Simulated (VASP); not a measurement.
# BAs (P6_3/mmc) in VASP: single point with PBE

Aim: the single point of BAs with PBE.

Program: VASP 6.6.1. These are calculated values, not measurements. Logs are shortened: lines on timing, memory, paths and dates and some standing lists are left out, and cuts for length are marked.

## 1. The cell of the first run

The structure is hexagonal, space group P6_3/mmc (No. 194). The conventional cell has a = 2.875 Å, b = 2.875 Å, c = 8.123 Å, α = 90.00°, β = 90.00°, γ = 120.00°. B (site symmetry -6m2) has 3 As at 1.66 Å within 2.2 Å. Within 2.2 Å of As (site symmetry -6m2) lie 3 B at 1.66 Å.

## 2. Single point, PBE (N replaced by As, lengths x 1.186, strained)

INCAR

```
SYSTEM = BAs
PREC = Accurate
ENCUT = 520
EDIFF = 1E-6
ISMEAR = 0
SIGMA = 0.01
LREAL = .FALSE.
LASPH = .TRUE.
NELM = 60
ALGO = Normal
ISIF = 2
LWAVE = .FALSE.
LCHARG = .TRUE.
GGA = PE
LELF = .TRUE.
LVHAR = .TRUE.
NBANDS = 16
```

KPOINTS

```
Automatic mesh
0
G
  15 15 6
  0 0 0
```

POSCAR

```
BAs
1.0
    2.8754509255      0.0000000000      0.0000000000
   -1.4377254628      2.4902135488      0.0000000000
    0.0000000000      0.0000000000      8.1233015122
B As
2 2
Direct
    0.3333333333      0.6666666667      0.2500000000
    0.6666666667      0.3333333333      0.7500000000
    0.3333333333      0.6666666667      0.7500000000
    0.6666666667      0.3333333333      0.2500000000
```

Potentials or basis: VASP PAW PBE potentials, release 64 (B, As).

Launch:

```console
$ cat potpaw_PBE.64/B/POTCAR potpaw_PBE.64/As/POTCAR > POTCAR
$ mpirun -np 1 vasp_std > vasp.out
```

OUTCAR:

```text
SYSTEM = BAs
   PREC = Accurate
   ENCUT = 520
   EDIFF = 1E-6
   ISMEAR = 0
   LREAL = .FALSE.
   LASPH = .TRUE.
   NELM = 60
   ISIF = 2
   GGA = PE

 ion  position               nearest neighbor table
   1  0.333  0.667  0.250-   4 1.66   4 1.66   4 1.66
   2  0.667  0.333  0.750-   3 1.66   3 1.66   3 1.66
   3  0.333  0.667  0.750-   2 1.66   2 1.66   2 1.66
   4  0.667  0.333  0.250-   1 1.66   1 1.66   1 1.66

  LATTYP: Found a hexagonal cell.
 ALAT       =     2.8754509255
 C/A-ratio  =     2.8250530865

  Lattice vectors:

 A1 = (   2.8754509255,   0.0000000000,   0.0000000000)
 A2 = (  -1.4377254628,   2.4902135488,   0.0000000000)
 A3 = (   0.0000000000,   0.0000000000,   8.1233015122)

Analysis of symmetry for initial positions (statically):
=====================================================================
 Subroutine PRICEL returns:
 Original cell was already a primitive cell.

 Routine SETGRP: Setting up the symmetry group for a
 hexagonal supercell.

 Subroutine GETGRP returns: Found 24 space group operations
 (whereof 12 operations were pure point group operations)
 out of a pool of 24 trial point group operations.

The static configuration has the point symmetry D_3d.
 The point group associated with its full space group is D_6h.

Analysis of symmetry for dynamics (positions and initial velocities):
=====================================================================
 Subroutine PRICEL returns:
 Original cell was already a primitive cell.

 Routine SETGRP: Setting up the symmetry group for a
 hexagonal supercell.

 Subroutine GETGRP returns: Found 24 space group operations
 (whereof 12 operations were pure point group operations)
 out of a pool of 24 trial point group operations.

The dynamic configuration has the point symmetry D_3d.
 The point group associated with its full space group is D_6h.

 Subroutine INISYM returns: Found 24 space group operations
 (whereof 12 operations are pure point group operations),
 and found     1 'primitive' translations

----------------------------------------------------------------------------------------

                                     Primitive cell

  volume of cell :      58.1668

  direct lattice vectors                    reciprocal lattice vectors
     2.875450926  0.000000000  0.000000000     0.347771541  0.200785993  0.000000000
    -1.437725463  2.490213549  0.000000000     0.000000000  0.401571986  0.000000000
     0.000000000  0.000000000  8.123301512     0.000000000  0.000000000  0.123102657
[... 92 lines left out ...]
   IBRION =     -1    ionic relax: 0-MD 1-quasi-New 2-CG
   NFREE  =      0    steps in history (QN), initial steepest desc. (CG)
   ISIF   =      2    stress and relaxation
   ISYM   =      2    0-nonsym 1-usesym 2-fastsym
   POTIM  = 0.5000    time-step for ionic-motion
   TEBEG  =    0.0;   TEEND  =   0.0 temperature during run
   PSTRESS=    0.0 pullay stress
   NELECT =      16.0000    total number of electrons
   NUPDOWN=      -1.0000    fix difference up-down
   EMIN   =  10.00;   EMAX   =-10.00  energy-range for DOS
   EFERMI =   0.00;   METHOD = LEGACY
   ISMEAR =     0;   SIGMA  =   0.01  broadening in eV -4-tet -1-fermi 0-gaus
   EFERMI_NEDOS =   21; number of points for ismear=-14 and -15
   IALGO  =     38    algorithm
   IMIX   =      4    mixing-type and parameters
     AMIX     =   0.40;   BMIX     =  1.00
     AMIX_MAG =   1.60;   BMIX_MAG =  1.00
  volume/ion in A,a.u.               =      14.54        98.13
  Fermi-wavevector in a.u.,A,eV,Ry     =   1.064690  2.011972 15.423081  1.133564
  Thomas-Fermi vector in A             =   2.200217
   LORBIT       =      0    0 simple, 1 ext, 2 COOP (PROOUT), +10 PAW based schemes
   GGA     = PE    functional components
   LHFCALC =     F    Hartree Fock is set to
   AEXX    =    0.0000 exact exchange contribution
   IVDW    =     0    specifies the selected vdW correction
   LEPSILON=     F    determine dielectric tensor
   LRPA    =     F    only Hartree local field effects (RPA)
 non-spin polarized calculation
 Gauss-broadening in eV      SIGMA  =   0.01
  energy-cutoff  :      520.00
  volume of cell :       58.17
 maximum number of plane-waves:      1615
 NGX is ok and might be reduce to    24
   NGX = 11   NGY = 11   NGZ = 31

 number of electron      16.0000001 magnetization

 Free energy of the ion-electron system (eV)
  ---------------------------------------------------
  ext. energy  EPLUGINS =         0.00000000
  ---------------------------------------------------
  free energy    TOTEN  =       -13.77747472 eV

  energy without entropy =      -13.77747472  energy(sigma->0) =      -13.77747472

 E-fermi :   5.0193     XC(G=0):  -9.4910

 val. band max:        4.9757886800   @ k =   0.3333   0.3333   0.5000
 cond. band min:       5.0771982864   @ k =   0.3333   0.3333   0.5000
 fundamental gap:      0.1014096064
 Fermi energy:         5.0192767468

 k-point     1 :       0.0000    0.0000    0.0000
  band No.  band energies     occupation
      1     -11.9193      2.00000
      2     -11.7571      2.00000
      3      -2.1999      2.00000
      4      -0.7552      2.00000
      5       4.2391      2.00000
      6       4.2391      2.00000
[... 433 lines left out ...]
      3      -4.7983      2.00000
      4      -4.7525      2.00000
      5      -1.7697      2.00000
      6      -1.6868      2.00000
[... 8 lines left out ...]
     15      13.8625      0.00000
     16      13.8780      0.00000

 [... further k-points ...]

------------------------ aborting loop because EDIFF is reached ----------------------------------------

  FORCE on cell =-STRESS in cart. coord.  units (eV):
  Direction    XX          YY          ZZ          XY          YZ          ZX
  --------------------------------------------------------------------------------------
  -------------------------------------------------------------------------------------
  Total       52.1224700     52.1224700      0.6474751     -0.0000000      0.0000000      0.0000000
  in kB     1435.6892407   1435.6892407     17.8344012     -0.0000000      0.0000000      0.0000000
  external PRESSURE =     963.0709609 kB  Pullay stress =       0.0000000 kB

 VOLUME and BASIS-vectors are now :
 -----------------------------------------------------------------------------
  energy-cutoff  :      520.00
  volume of cell :       58.17
      direct lattice vectors                 reciprocal lattice vectors
     2.875450926  0.000000000  0.000000000     0.347771541  0.200785993  0.000000000
    -1.437725463  2.490213549  0.000000000     0.000000000  0.401571986  0.000000000
     0.000000000  0.000000000  8.123301512     0.000000000  0.000000000  0.123102657

 POSITION                                       TOTAL-FORCE (eV/Angst)
 -----------------------------------------------------------------------------------
     -0.00000      1.66014      2.03083         0.000000      0.000000      0.000000
      1.43773      0.83007      6.09248        -0.000000      0.000000      0.000000
     -0.00000      1.66014      6.09248        -0.000000      0.000000      0.000000
      1.43773      0.83007      2.03083        -0.000000     -0.000000      0.000000
 -----------------------------------------------------------------------------------
    total drift:                               -0.000000      0.000000      0.000000

  FREE ENERGIE OF THE ION-ELECTRON SYSTEM (eV)
  ---------------------------------------------------
  free  energy   TOTEN  =       -13.7774747230 eV

  energy  without entropy=      -13.7774747230  energy(sigma->0) =      -13.77747472
```

OSZICAR:

```text
N       E                     dE             d eps       ncg     rms          rms(c)
DAV:   1     0.677833942583E+02    0.67783E+02   -0.67749E+03  3456   0.862E+02
DAV:   2    -0.159679039307E+02   -0.83751E+02   -0.75993E+02  4808   0.169E+02
DAV:   3    -0.194124369107E+02   -0.34445E+01   -0.34259E+01  4600   0.358E+01
DAV:   4    -0.194345136790E+02   -0.22077E-01   -0.22074E-01  4288   0.335E+00
DAV:   5    -0.194347610895E+02   -0.24741E-03   -0.24740E-03  4568   0.324E-01    0.132E+01
DAV:   6    -0.144568054768E+02    0.49780E+01   -0.56925E+00  4160   0.155E+01    0.646E+00
DAV:   7    -0.138333688689E+02    0.62344E+00   -0.19849E+00  4456   0.793E+00    0.216E+00
DAV:   8    -0.137767037388E+02    0.56665E-01   -0.11581E-01  4200   0.210E+00    0.731E-01
DAV:   9    -0.137758185509E+02    0.88519E-03   -0.20356E-02  4504   0.738E-01    0.327E-01
DAV:  10    -0.137772048483E+02   -0.13863E-02   -0.23179E-03  3656   0.254E-01    0.475E-02
DAV:  11    -0.137774574990E+02   -0.25265E-03   -0.21918E-04  4232   0.855E-02    0.730E-02
DAV:  12    -0.137774724413E+02   -0.14942E-04   -0.53575E-05  3856   0.407E-02    0.552E-03
DAV:  13    -0.137774742012E+02   -0.17599E-05   -0.41139E-06  4496   0.116E-02    0.844E-03
DAV:  14    -0.137774747230E+02   -0.52174E-06   -0.50909E-07  2992   0.487E-03
   1 F= -.13777475E+02 E0= -.13777475E+02  d E =-.102264E-12
```

Run time: 2.2 min. Hardware: 1 thread of Intel Xeon 8259CL, shared host; peak memory 0.24 GiB.

Results:

| Item | Value |
| --- | --- |
| Free energy | -13.7775 eV |
| Pressure | 96.3 GPa |
| Band gap on the k mesh | 0.10 eV |

Stress tensor (GPa, compression positive):
```
143.57   0.00   0.00
  0.00 143.57   0.00
  0.00   0.00   1.78
```

Caveat: the cell differs from its parent crystal (N replaced by As, lengths x 1.186, strained); the cell stands under pressure; an odd mesh through Γ misses points on the zone boundary, where band edges can lie; this functional lacks dispersion, which binds the layers, so the pressure and a relaxed spacing across them are unreliable.
